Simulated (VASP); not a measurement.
Sn2TeO3:

```
CELL_PARAMETERS angstrom
3.57000 0.00000 0.00000
0.00000 3.96000 3.96000
0.00000 -3.96000 3.96000
ATOMIC_POSITIONS crystal
Sn 0.00000 0.00000 0.00000
Sn 0.50000 0.50000 0.50000
Te 0.00000 0.67500 0.67500
O 0.50000 0.19500 0.80500
O 0.50000 0.80500 0.19500
O 0.00000 0.30500 0.30500
```

* Program: VASP 6.6.1
* Task: relaxation of cell and atoms
* Functional: PBE
* Potentials or basis: VASP PAW PBE potentials, release 64 (Sn_d, Te, O)
* Cutoff: 600 eV
* k mesh: 3 × 2 × 2
* Occupations: gaussian, width 0.15 eV
* Spin: no spin polarisation

At the start: pressure 11.4 GPa; volume 18.66 Å³/atom.

How do energy, volume and symmetry change on relaxing?

Over 19 steps the energy falls by 1065.1 meV/atom and the volume is 17.44 Å³/atom (-6.6 %); space group Amm2 (No. 38, to 0.1 Å) before and after.

The path:
| step | energy change (eV) | largest force (eV/Å) | pressure (GPa) | volume (Å³) |
| --- | --- | --- | --- | --- |
| 1 | 0.0000 | 13.8275 | 11.45 | 111.97 |
| 2 | -3.3432 | 1.6110 | -11.80 | 132.30 |
| 3 | -4.1643 | 2.6161 | -10.32 | 122.74 |
| 4 | -4.1694 | 2.6534 | -10.18 | 122.44 |
| 5 | -5.7413 | 0.8184 | -1.81 | 105.29 |
| 6 | -5.8342 | 1.0868 | 2.66 | 100.94 |
| 7 | -6.1411 | 0.7765 | 1.38 | 102.44 |
| 8 | -6.2749 | 0.4387 | 0.84 | 103.89 |
| 9 | -6.3441 | 0.3068 | -1.12 | 105.67 |
| 10 | -6.3467 | 0.3478 | -1.48 | 106.07 |
| 11 | -6.3654 | 0.3109 | 1.06 | 103.87 |
| 12 | -6.3680 | 0.2574 | 0.40 | 104.41 |
| 13 | -6.3801 | 0.2061 | 0.35 | 104.56 |
| 14 | -6.3804 | 0.2198 | 0.34 | 104.58 |
| 15 | -6.3844 | 0.1068 | -0.41 | 105.30 |
| 16 | -6.3844 | 0.1057 | -0.49 | 105.36 |
| 17 | -6.3877 | 0.0891 | -0.04 | 104.88 |
| 18 | -6.3881 | 0.1522 | 0.25 | 104.62 |
| 19 | -6.3904 | 0.0713 | 0.14 | 104.62 |

Final structure:
```cif
data_structure
_symmetry_space_group_name_H-M 'P 1'
_symmetry_Int_Tables_number 1
_cell_length_a 3.2287
_cell_length_b 5.7841
_cell_length_c 5.7841
_cell_angle_alpha 75.590
_cell_angle_beta 90.000
_cell_angle_gamma 90.000
_cell_volume 104.62
loop_
_atom_site_label
_atom_site_type_symbol
_atom_site_fract_x
_atom_site_fract_y
_atom_site_fract_z
_atom_site_occupancy
Sn1 Sn 0.00000 0.04445 0.04445 1
Sn2 Sn 0.50000 0.43437 0.43437 1
Te1 Te 0.00000 0.70903 0.70903 1
O1 O 0.50000 0.19215 0.81943 1
O2 O 0.50000 0.81943 0.19215 1
O3 O 0.00000 0.28058 0.28058 1
```

Caveat: the k points lie up to 0.65 Å⁻¹ apart in the final cell; the relaxation stopped at a loose force limit of 0.08 eV/Å, so its end isn't a converged minimum.
